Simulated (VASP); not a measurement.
TbGa2O3, 6 atoms in the cell. It takes space group P4/mmm (No. 123, tetragonal). The conventional cell has a = 4.839 Å, b = 4.839 Å, c = 3.743 Å, α = 90.00°, β = 90.00°, γ = 90.00°. Tb (site symmetry 4/mmm) has 4 Ga at 2.42 Å and 8 O at 3.06 Å within 3.2 Å. Within 2.5 Å of Ga (site symmetry mmm) lie 2 O at 1.87 Å and 2 Tb at 2.42 Å. O (site symmetry mmm) has 2 Ga at 1.87 Å and 2 O at 2.42 Å within 2.5 Å. O (site symmetry 4/mmm) has 4 O at 2.42 Å and 8 Ga at 3.06 Å within 3.2 Å. The cell was built from a structure type or drawn by symmetry, and may not be a known phase.

```yaml
Program: VASP 6.6.1
Task: relaxation of cell and atoms
Functional: PBE
Potentials_or_basis: VASP PAW PBE potentials, release 64 (Tb_3, Ga_d, O), 4f in core
Cutoff: 600 eV
k_mesh: 4 × 4 × 4
Occupations: gaussian, width 0.2 eV
Spin: no spin polarisation
Dipole_correction: no
Mended: yes
Further_INCAR_settings: ALGO = Normal; EDIFF = 1e-07; IBRION = 2; EDIFFG = -0.08; NSW = 36; ISIF = 3
```

Potentials or basis: VASP PAW PBE potentials, release 64 (Tb_3, Ga_d, O), 4f in core.

The run is started by

```console
$ cat potpaw_PBE.64/Tb_3/POTCAR potpaw_PBE.64/Ga_d/POTCAR potpaw_PBE.64/O/POTCAR > POTCAR
$ mpirun -np 1 vasp_std > vasp.out
```

Hardware: 1 thread of Intel(R) Xeon(R) 6975P-C (Granite Rapids), with other jobs on the host.

**Question.** How long does it take, and how much memory?

**Answer.** Run time: 3.1 min on 1 thread of Intel(R) Xeon(R) 6975P-C (Granite Rapids) (shared host), peak memory 0.26 GiB. Counts: scf iterations 94, k points 18, ion steps 7.
